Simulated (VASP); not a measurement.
# Au (Fm-3m) in VASP: a series of runs, part 2 of 2

VASP 6.6.1.

## (3) Single point, PBE

This run uses another cell than the first one, of 18.68 Å³/atom, 1.020 times its volume.

INCAR reads:

```
SYSTEM = Au
ALGO = Normal
EDIFF = 1E-7
ENCUT = 520
GGA = PE
ISIF = 2
ISMEAR = -1
LASPH = .TRUE.
LCHARG = .FALSE.
LREAL = .FALSE.
LWAVE = .FALSE.
NBANDS = 12
NELM = 80
PREC = Accurate
SIGMA = 0.06122561905347299
```

KPOINTS reads:

```
k-points
0
G
  15 15 15
  0 0 0
```

POSCAR reads:

```
Au
1.0
    0.0000000000      2.1060257888      2.1060257888
    2.1060257888      0.0000000000      2.1060257888
    2.1060257888      2.1060257888      0.0000000000
Au
1
Direct
    0.0000000000      0.0000000000      0.0000000000
```

Potentials or basis: VASP PAW PBE potentials, release 64 (Au).

The run is started by

```bash
$ cat potpaw_PBE.64/Au/POTCAR > POTCAR
$ mpirun -np 1 vasp_std > vasp.out
```

OUTCAR:

```text
SYSTEM = Au
   EDIFF = 1E-7
   ENCUT = 520
   GGA = PE
   ISIF = 2
   ISMEAR = -1
   LASPH = .TRUE.
   LREAL = .FALSE.
   NELM = 80
   PREC = Accurate

 ion  position               nearest neighbor table
   1  0.000  0.000  0.000-

  LATTYP: Found a face centered cubic cell.
 ALAT       =     4.2120515776

  Lattice vectors:

 A1 = (   0.0000000000,   2.1060257888,   2.1060257888)
 A2 = (   2.1060257888,   0.0000000000,   2.1060257888)
 A3 = (   2.1060257888,   2.1060257888,   0.0000000000)

Analysis of symmetry for initial positions (statically):
=====================================================================
 Subroutine PRICEL returns:
 Original cell was already a primitive cell.

 Routine SETGRP: Setting up the symmetry group for a
 face centered cubic supercell.

 Subroutine GETGRP returns: Found 48 space group operations
 (whereof 48 operations were pure point group operations)
 out of a pool of 48 trial point group operations.

The static configuration has the point symmetry O_h .

Analysis of symmetry for dynamics (positions and initial velocities):
=====================================================================
 Subroutine PRICEL returns:
 Original cell was already a primitive cell.

 Routine SETGRP: Setting up the symmetry group for a
 face centered cubic supercell.

 Subroutine GETGRP returns: Found 48 space group operations
 (whereof 48 operations were pure point group operations)
 out of a pool of 48 trial point group operations.

The dynamic configuration has the point symmetry O_h .

 Subroutine INISYM returns: Found 48 space group operations
 (whereof 48 operations are pure point group operations),
 and found     1 'primitive' translations

----------------------------------------------------------------------------------------

                                     Primitive cell

  volume of cell :      18.6819

  direct lattice vectors                    reciprocal lattice vectors
     0.000000000  2.106025789  2.106025789    -0.237413997  0.237413997  0.237413997
     2.106025789  0.000000000  2.106025789     0.237413997 -0.237413997  0.237413997
     2.106025789  2.106025789  0.000000000     0.237413997  0.237413997 -0.237413997

  length of vectors
     2.978370233  2.978370233  2.978370233     0.411213105  0.411213105  0.411213105

  position of ions in fractional coordinates (direct lattice)
     0.000000000  0.000000000  0.000000000

  ion indices of the primitive-cell ions
   primitive index   ion index
                 1           1

----------------------------------------------------------------------------------------

 KPOINTS: k-points

Automatic generation of k-mesh.
 Grid dimensions read from file:
 generate k-points for:   15   15   15

 Generating k-lattice:

  Cartesian coordinates                     Fractional coordinates (reciprocal lattice)
    -0.015827600  0.015827600  0.015827600     0.066666667  0.000000000  0.000000000
     0.015827600 -0.015827600  0.015827600     0.000000000  0.066666667  0.000000000
     0.015827600  0.015827600 -0.015827600     0.000000000  0.000000000  0.066666667

  Length of vectors
     0.027414207  0.027414207  0.027414207

  Shift w.r.t. Gamma in fractional coordinates (k-lattice)
     0.000000000  0.000000000  0.000000000

 Subroutine IBZKPT returns following result:
 ===========================================

 Found    120 irreducible k-points:

 Following reciprocal coordinates:
            Coordinates               Weight
  0.000000  0.000000  0.000000      1.000000
  0.066667  0.000000  0.000000      8.000000
  0.133333  0.000000  0.000000      8.000000
  0.200000  0.000000  0.000000      8.000000
  0.266667  0.000000  0.000000      8.000000
  0.333333  0.000000  0.000000      8.000000
[... 16 lines left out ...]
  0.133333  0.133333  0.000000      6.000000
  0.200000  0.133333  0.000000     24.000000
 [... further k-points ...]
   k-points           NKPTS =    120   k-points in BZ     NKDIM =    120   number of bands    NBANDS=     12
   number of dos      NEDOS =    301   number of ions     NIONS =      1
   total plane-waves  NPLWV =  13824
   dimension x,y,z NGX =    24 NGY =   24 NGZ =   24
   dimension x,y,z NGXF=    48 NGYF=   48 NGZF=   48
   ions per type =               1
   NGX,Y,Z   is equivalent  to a cutoff of  13.40, 13.40, 13.40 a.u.
   NGXF,Y,Z  is equivalent  to a cutoff of  26.79, 26.79, 26.79 a.u.
 SYSTEM =  Au
   PREC   = accura    normal or accurate (medium, high low for compatibility)
   ISTART =      0    job   : 0-new  1-cont  2-samecut
   ICHARG =      2    charge: 1-file 2-atom 10-const
   ISPIN  =      1    spin polarized calculation?
   LNONCOLLINEAR =      F non collinear calculations
   LSORBIT =      F    spin-orbit coupling
   LASPH  =      T    aspherical Exc in radial PAW
   ENCUT  =  520.0 eV  38.22 Ry    6.18 a.u.   5.54  5.54  5.54*2*pi/ulx,y,z
   NELM   =     80;   NELMIN=  2; NELMDL= -5     # of ELM steps
   EDIFF  = 0.1E-06   stopping-criterion for ELM
   LREAL  =      F    real-space projection
   EDIFFG = 0.1E-05   stopping-criterion for IOM
   NSW    =      0    number of steps for IOM
   IBRION =     -1    ionic relax: 0-MD 1-quasi-New 2-CG
   NFREE  =      0    steps in history (QN), initial steepest desc. (CG)
   ISIF   =      2    stress and relaxation
   ISYM   =      2    0-nonsym 1-usesym 2-fastsym
   POTIM  = 0.5000    time-step for ionic-motion
   TEBEG  =    0.0;   TEEND  =   0.0 temperature during run
   PSTRESS=    0.0 pullay stress
   NELECT =      11.0000    total number of electrons
   NUPDOWN=      -1.0000    fix difference up-down
   EMIN   =  10.00;   EMAX   =-10.00  energy-range for DOS
   EFERMI =   0.00;   METHOD = LEGACY
   ISMEAR =    -1;   SIGMA  =   0.06  broadening in eV -4-tet -1-fermi 0-gaus
   EFERMI_NEDOS =   21; number of points for ismear=-14 and -15
   IALGO  =     38    algorithm
   IMIX   =      4    mixing-type and parameters
     AMIX     =   0.40;   BMIX     =  1.00
     AMIX_MAG =   1.60;   BMIX_MAG =  1.00
  volume/ion in A,a.u.               =      18.68       126.07
  Fermi-wavevector in a.u.,A,eV,Ry     =   1.372141  2.592970 25.616650  1.882771
  Thomas-Fermi vector in A             =   2.497775
   LORBIT       =      0    0 simple, 1 ext, 2 COOP (PROOUT), +10 PAW based schemes
   GGA     = PE    functional components
   LHFCALC =     F    Hartree Fock is set to
   AEXX    =    0.0000 exact exchange contribution
   IVDW    =     0    specifies the selected vdW correction
   LEPSILON=     F    determine dielectric tensor
   LRPA    =     F    only Hartree local field effects (RPA)
 non-spin polarized calculation
  energy-cutoff  :      520.00
  volume of cell :       18.68
 maximum number of plane-waves:       531
 NGX is ok and might be reduce to    24
   NGX = 11   NGY = 11   NGZ = 11

 number of electron      10.9999999 magnetization

 Free energy of the ion-electron system (eV)
  ---------------------------------------------------
  ext. energy  EPLUGINS =         0.00000000
  ---------------------------------------------------
  free energy    TOTEN  =        -3.20992697 eV

  energy without entropy =       -3.20521135  energy(sigma->0) =       -3.20756916

 E-fermi :   8.1233     XC(G=0): -12.1727

 val. band max:        8.1098933557   @ k =  -0.2667   0.2667   0.0000
 cond. band min:       8.1384128054   @ k =   0.4667   0.2667   0.0000
 fundamental gap:      0.0285194497
 Fermi energy:         8.1233408323

 k-point     1 :       0.0000    0.0000    0.0000
  band No.  band energies     occupation
      1      -0.9068      2.00000
      2       3.7852      2.00000
      3       3.7852      2.00000
      4       3.7852      2.00000
      5       5.0710      2.00000
      6       5.0710      2.00000
      7      22.6237      0.00000
      8      26.0927      0.00000
      9      26.0927      0.00000
     10      26.0927      0.00000
     11      30.7191      0.00000
     12      34.4285      0.00000
[... 331 lines left out ...]
 k-point    24 :       0.2000    0.1333    0.0000
  band No.  band energies     occupation
      1       0.3103      2.00000
      2       3.3029      2.00000
      3       4.2154      2.00000
      4       4.2570      2.00000
      5       4.6728      2.00000
      6       5.3098      2.00000
      7      22.4612      0.00000
      8      23.8217      0.00000
      9      24.4391      0.00000
     10      25.6959      0.00000
     11      28.3179      0.00000
     12      31.8001      0.00000

 [... further k-points ...]

------------------------ aborting loop because EDIFF is reached ----------------------------------------

  FORCE on cell =-STRESS in cart. coord.  units (eV):
  Direction    XX          YY          ZZ          XY          YZ          ZX
  --------------------------------------------------------------------------------------
  -------------------------------------------------------------------------------------
  Total       -0.5968128     -0.5968128     -0.5968128     -0.0000000      0.0000000      0.0000000
  in kB      -51.1832295    -51.1832295    -51.1832295     -0.0000000      0.0000000      0.0000000
  external PRESSURE =     -51.1832295 kB  Pullay stress =       0.0000000 kB

 VOLUME and BASIS-vectors are now :
 -----------------------------------------------------------------------------
  energy-cutoff  :      520.00
  volume of cell :       18.68
      direct lattice vectors                 reciprocal lattice vectors
     0.000000000  2.106025789  2.106025789    -0.237413997  0.237413997  0.237413997
     2.106025789  0.000000000  2.106025789     0.237413997 -0.237413997  0.237413997
     2.106025789  2.106025789  0.000000000     0.237413997  0.237413997 -0.237413997

 POSITION                                       TOTAL-FORCE (eV/Angst)
 -----------------------------------------------------------------------------------
      0.00000      0.00000      0.00000         0.000000      0.000000      0.000000
 -----------------------------------------------------------------------------------
    total drift:                               -0.000000     -0.000000     -0.000000

  FREE ENERGIE OF THE ION-ELECTRON SYSTEM (eV)
  ---------------------------------------------------
  free  energy   TOTEN  =        -3.2099269721 eV

  energy  without entropy=       -3.2052113477  energy(sigma->0) =       -3.20756916
```

stdout:

```text
POSCAR found type information on POSCAR Au
 POSCAR found :  1 types and       1 ions
 scaLAPACK will be used
 LDA part: xc-table for (Slater+PW92), standard interpolation
 POSCAR, INCAR and KPOINTS ok, starting setup
 FFT: planning ... GRIDC
 FFT: planning ... GRID_SOFT
 FFT: planning ... GRID
 WAVECAR not read
 entering main loop
```

Run time: 36 s. Hardware: 1 thread of AMD EPYC 7R43 (Zen 3), shared host; peak memory 0.12 GiB.

Results:

```
Free energy : -3.2099 eV
Pressure    : -5.1 GPa
```

Levels at points of the mesh, in eV from the Fermi level:
```csv
k point,band 2,band 3,band 4,band 5,band 6,band 7,band 8,band 9,band 10,band 11
"(0.00, 0.00, 0.00)",-4.34,-4.34,-4.34,-3.05,-3.05,14.50,17.97,17.97,17.97,22.60
```

Caveat: spin-orbit coupling is left out, which moves the levels of the heavy elements.
